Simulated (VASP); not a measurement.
Runs of VASP 6.6.1 on Al4FeCo3. The structure is that of space group Im-3m (No. 229), or close to it. The cells are those of the table. 

| level | k mesh | smearing | gap on the mesh (eV) | pressure (GPa) |
| --- | --- | --- | --- | --- |
| PBE | 10 × 10 × 10 | gaussian 0.1 eV | none | 0.0 |
| PBE | 6 × 6 × 6 | gaussian 0.2 eV | none | 0.0 |
| PBE | 4 × 4 × 4 | gaussian 0.1 eV | none | -0.2 |
| r2SCAN | 10 × 10 × 10 | gaussian 0.1 eV | none | (a) |

Alike in all rows: task single point; potentials or basis VASP PAW PBE potentials, release 64 (Al, Fe, Co); no spin polarisation; cell a = 4.944 Å, angles 109.5°, 8 atoms; cutoff (eV) 520.

Estimate the missing entries.

(a) -5.8.

Caveats: some runs use coarse meshes; the run has no spin polarisation, though such a crystal can be magnetic; the cell stands under tension (at least some runs); the PAW data sets were made with another functional, which shifts forces and pressure a little (at least some runs).

A gap of «none» marks levels without a gap at the run's occupations.
